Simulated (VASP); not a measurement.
# RbBr (Fm-3m) in VASP: a series of runs

The runs below take RbBr through vibrations by perturbation theory, with PBEsol.

Everything below comes from runs of VASP 6.6.1. Logs are shortened: lines on timing, memory, paths and dates and some standing lists are left out, and cuts for length are marked.

## (1) The cell of the first run

Symmetry: Fm-3m, No. 225, cubic system. The conventional cell has a = 6.781 Å, b = 6.781 Å, c = 6.781 Å, α = 90.00°, β = 90.00°, γ = 90.00°. Within 4.5 Å of Rb (site symmetry m-3m) lie 6 Br at 3.39 Å. Within 4.5 Å of Br (site symmetry m-3m) lie 6 Rb at 3.39 Å.

## (2) Vibrations by perturbation theory, PBEsol (volume scaled by 0.970)

INCAR reads:

```
ALGO     = Normal         # electronic algorithm
EDIFF    = 1E-8           # SCF threshold, eV
ENCUT    = 520            # plane-wave cutoff, eV
GGA      = PS             # functional
IBRION   = 8              # ionic algorithm
ISIF     = 2              # what is computed and relaxed
ISMEAR   = 0              # smearing method
LASPH    = T              # aspherical terms in the spheres
LCHARG   = F              # write CHGCAR
LREAL    = F              # projectors in reciprocal space
LWAVE    = F              # write WAVECAR
NELM     = 80             # most SCF steps
NSW      = 1              # ionic steps
PREC     = Accurate       # precision mode
SIGMA    = 0.01           # smearing width, eV
```

KPOINTS reads:

```
k-points
0
Gamma
  6 6 6
```

POSCAR reads:

```
RbBr
1.0
    0.0000000000      3.3903259175      3.3903259175
    3.3903259175      0.0000000000      3.3903259175
    3.3903259175      3.3903259175      0.0000000000
Rb Br
1 1
Direct
    0.0000000000      0.0000000000      0.0000000000
    0.5000000000      0.5000000000      0.5000000000
```

Potentials or basis: VASP PAW PBE potentials, release 64 (Rb_sv, Br).

Command:

```
$ cat potpaw_PBE.64/Rb_sv/POTCAR potpaw_PBE.64/Br/POTCAR > POTCAR
$ mpirun -np 1 vasp_std > vasp.out
```

OUTCAR:

```text
EDIFF = 1E-8
   ENCUT = 520
   GGA = PS
   IBRION = 8
   ISIF = 2
   ISMEAR = 0
   LASPH = T
   LREAL = F
   NELM = 80
   NSW = 1
   PREC = Accurate

 ion  position               nearest neighbor table
   1  0.000  0.000  0.000-   2 3.39   2 3.39   2 3.39   2 3.39   2 3.39   2 3.39
   2  0.500  0.500  0.500-   1 3.39   1 3.39   1 3.39   1 3.39   1 3.39   1 3.39

  LATTYP: Found a face centered cubic cell.
 ALAT       =     6.7806518350

  Lattice vectors:

 A1 = (   0.0000000000,   3.3903259175,   3.3903259175)
 A2 = (   3.3903259175,   0.0000000000,   3.3903259175)
 A3 = (   3.3903259175,   3.3903259175,   0.0000000000)

Analysis of symmetry for initial positions (statically):
=====================================================================
 Subroutine PRICEL returns:
 Original cell was already a primitive cell.

 Routine SETGRP: Setting up the symmetry group for a
 face centered cubic supercell.

 Subroutine GETGRP returns: Found 48 space group operations
 (whereof 48 operations were pure point group operations)
 out of a pool of 48 trial point group operations.

The static configuration has the point symmetry O_h .

Analysis of symmetry for dynamics (positions and initial velocities):
=====================================================================
 Subroutine PRICEL returns:
 Original cell was already a primitive cell.

 Routine SETGRP: Setting up the symmetry group for a
 face centered cubic supercell.

 Subroutine GETGRP returns: Found 48 space group operations
 (whereof 48 operations were pure point group operations)
 out of a pool of 48 trial point group operations.

The dynamic configuration has the point symmetry O_h .

 Subroutine INISYM returns: Found 48 space group operations
 (whereof 48 operations are pure point group operations),
 and found     1 'primitive' translations

----------------------------------------------------------------------------------------

                                     Primitive cell

  volume of cell :      77.9389

  direct lattice vectors                    reciprocal lattice vectors
     0.000000000  3.390325917  3.390325917    -0.147478447  0.147478447  0.147478447
     3.390325917  0.000000000  3.390325917     0.147478447 -0.147478447  0.147478447
     3.390325917  3.390325917  0.000000000     0.147478447  0.147478447 -0.147478447

  length of vectors
     4.794644893  4.794644893  4.794644893     0.255440163  0.255440163  0.255440163

  position of ions in fractional coordinates (direct lattice)
     0.000000000  0.000000000  0.000000000
     0.500000000  0.500000000  0.500000000

  ion indices of the primitive-cell ions
   primitive index   ion index
                 1           1
                 2           2

----------------------------------------------------------------------------------------

 KPOINTS: k-points

Automatic generation of k-mesh.
 Grid dimensions read from file:
 generate k-points for:    6    6    6

 Generating k-lattice:

  Cartesian coordinates                     Fractional coordinates (reciprocal lattice)
    -0.024579741  0.024579741  0.024579741     0.166666667  0.000000000  0.000000000
     0.024579741 -0.024579741  0.024579741     0.000000000  0.166666667  0.000000000
     0.024579741  0.024579741 -0.024579741     0.000000000  0.000000000  0.166666667

[... 73 lines left out ...]
   LHFCALC =     F    Hartree Fock is set to
   AEXX    =    0.0000 exact exchange contribution
   IVDW    =     0    specifies the selected vdW correction
   LEPSILON=     F    determine dielectric tensor
   LRPA    =     F    only Hartree local field effects (RPA)
 non-spin polarized calculation
 Gauss-broadening in eV      SIGMA  =   0.01
  energy-cutoff  :      520.00
  volume of cell :       77.94
 maximum number of plane-waves:      2126
   NGX = 17   NGY = 17   NGZ = 17

--------------------------------------- Ionic step        1  -------------------------------------------

 number of electron      16.0000002 magnetization

 Free energy of the ion-electron system (eV)
  ---------------------------------------------------
  ext. energy  EPLUGINS =         0.00000000
  ---------------------------------------------------
  free energy    TOTEN  =        -6.35193547 eV

  energy without entropy =       -6.35193547  energy(sigma->0) =       -6.35193547

 E-fermi :  -1.6158     XC(G=0):  -7.5408

 val. band max:       -1.7217934145   @ k =   0.0000   0.0000   0.0000
 cond. band min:       2.5644651866   @ k =   0.0000   0.0000   0.0000
 fundamental gap:      4.2862586011
 Fermi energy:        -1.6157871966

 k-point     1 :       0.0000    0.0000    0.0000
  band No.  band energies     occupation
      1     -26.0111      2.00000
      2     -13.9492      2.00000
      3     -10.1019      2.00000
      4     -10.1019      2.00000
      5     -10.1019      2.00000
      6      -1.7218      2.00000
      7      -1.7218      2.00000
      8      -1.7218      2.00000
      9       2.5645      0.00000
     10       5.4794      0.00000
     11       5.4794      0.00000
     12       5.4794      0.00000
[... 213 lines left out ...]
      1     -25.9961      2.00000
      2     -13.9143      2.00000
      3     -10.2843      2.00000
      4     -10.2192      2.00000
      5     -10.1066      2.00000
      6      -2.1723      2.00000
      7      -2.1583      2.00000
      8      -1.9979      2.00000
      9       4.4683      0.00000
     10       6.1742      0.00000
     11       6.2217      0.00000
     12       7.2652      0.00000

------------------------ aborting loop because EDIFF is reached ----------------------------------------

  FORCE on cell =-STRESS in cart. coord.  units (eV):
  Direction    XX          YY          ZZ          XY          YZ          ZX
  --------------------------------------------------------------------------------------
  -------------------------------------------------------------------------------------
  Total        0.2247299      0.2247299      0.2247299      0.0000000      0.0000000      0.0000000
  in kB        4.6197354      4.6197354      4.6197354      0.0000000      0.0000000      0.0000000
  external PRESSURE =       4.6197354 kB  Pullay stress =       0.0000000 kB

 VOLUME and BASIS-vectors are now :
 -----------------------------------------------------------------------------
  energy-cutoff  :      520.00
  volume of cell :       77.94
      direct lattice vectors                 reciprocal lattice vectors
     0.000000000  3.390325917  3.390325917    -0.147478447  0.147478447  0.147478447
     3.390325917  0.000000000  3.390325917     0.147478447 -0.147478447  0.147478447
     3.390325917  3.390325917  0.000000000     0.147478447  0.147478447 -0.147478447

 POSITION                                       TOTAL-FORCE (eV/Angst)
 -----------------------------------------------------------------------------------
      0.00000      0.00000      0.00000        -0.000000     -0.000000      0.000000
      3.39033      3.39033      3.39033         0.000000      0.000000     -0.000000
 -----------------------------------------------------------------------------------
    total drift:                                0.000000      0.000000      0.000000

  FREE ENERGIE OF THE ION-ELECTRON SYSTEM (eV)
  ---------------------------------------------------
  free  energy   TOTEN  =        -6.3519354748 eV

  energy  without entropy=       -6.3519354748  energy(sigma->0) =       -6.35193547

[... ionic steps 2 to 3 ...]

--------------------------------------- Ionic step        4  -------------------------------------------

------------------------ aborting loop because EDIFF is reached ----------------------------------------

[... ionic steps 5 to 6 ...]

--------------------------------------- Ionic step        7  -------------------------------------------

 Free energy of the ion-electron system (eV)
  ---------------------------------------------------
  ---------------------------------------------------
  free energy    TOTEN  =        -0.14626509 eV

  energy without entropy =       -0.14626509

------------------------ aborting loop because EDIFF is reached ----------------------------------------

 INTERNAL STRAIN TENSOR  FOR ION    2  DIRECTION 1   (eV/Angst):
 -----------------------------------------------------------------------------
    -0.00804 -0.00000  0.00000
    -0.00000  0.00213  0.00000
     0.00000  0.00000  0.00213

 INTERNAL STRAIN TENSOR FOR ION    2 for displacements in x,y,z  (eV/Angst):
          X           Y           Z          XY          YZ          ZX
  --------------------------------------------------------------------------------
  x     0.00000     0.00000     0.00000     0.00000     0.00000     0.00000
  y     0.00000     0.00000     0.00000     0.00000     0.00000     0.00000
  z     0.00000     0.00000     0.00000     0.00000     0.00000     0.00000

 SECOND DERIVATIVES (NOT SYMMETRIZED)
 ------------------------------------
               1X          1Y          1Z          2X          2Y          2Z
  1X    -1.289090    0.000000    0.000000    1.289090    0.000000    0.000000
  1Y     0.000000   -1.289090    0.000000    0.000000    1.289090    0.000000
  1Z     0.000000    0.000000   -1.289090    0.000000    0.000000    1.289090
  2X     1.296107    0.000000    0.000000   -1.296107    0.000000    0.000000
  2Y     0.000000    1.296107    0.000000    0.000000   -1.296107    0.000000
  2Z     0.000000    0.000000    1.296107    0.000000    0.000000   -1.296107

 Eigenvectors and eigenvalues of the dynamical matrix
 ----------------------------------------------------

   1 f  =    2.765972 THz    17.379113 2PiTHz   92.262886 cm-1    11.439135 meV
             X         Y         Z           dx          dy          dz
      0.000000  0.000000  0.000000     0.561838   -0.407627    0.000000
      3.390326  3.390326  3.390326    -0.582650    0.422726    0.000000
[... 21 lines left out ...]
   6 f/i=    0.003751 THz     0.023570 2PiTHz    0.125128 cm-1     0.015514 meV
             X         Y         Z           dx          dy          dz
      0.000000  0.000000  0.000000     0.699689   -0.169155    0.000000
      3.390326  3.390326  3.390326     0.674697   -0.163113    0.000000

--------------------------------------------------------------------------------------------------------

 ELASTIC MODULI CONTR FROM IONIC RELAXATION (kBar)
 Direction    XX          YY          ZZ          XY          YZ          ZX
 --------------------------------------------------------------------------------
 XX           0.0000      0.0000      0.0000      0.0000      0.0000      0.0000
 YY           0.0000      0.0000      0.0000      0.0000      0.0000      0.0000
 ZZ           0.0000      0.0000      0.0000      0.0000      0.0000      0.0000
 XY           0.0000      0.0000      0.0000      0.0000      0.0000      0.0000
 YZ           0.0000      0.0000      0.0000      0.0000      0.0000      0.0000
 ZX           0.0000      0.0000      0.0000      0.0000      0.0000      0.0000
 --------------------------------------------------------------------------------
```

Wall time 2.5 min (1 thread of Intel Xeon Platinum 8259CL at 2.50GHz (Skylake/Cascade Lake), shared host); peak memory 0.28 GiB.

What came out:

| Quantity | Value |
| --- | --- |
| Highest phonon frequency at Γ, LO-TO splitting left out | 92 cm⁻¹ |

Phonon frequencies in cm⁻¹ (negative: imaginary):
| q point | frequencies |
| --- | --- |
| (0.000, 0.000, 0.000) | 0 0 0 92 92 92 |

Caveat: the PAW data sets were made with another functional, which shifts forces and pressure a little.

[end of part 1 of 2]
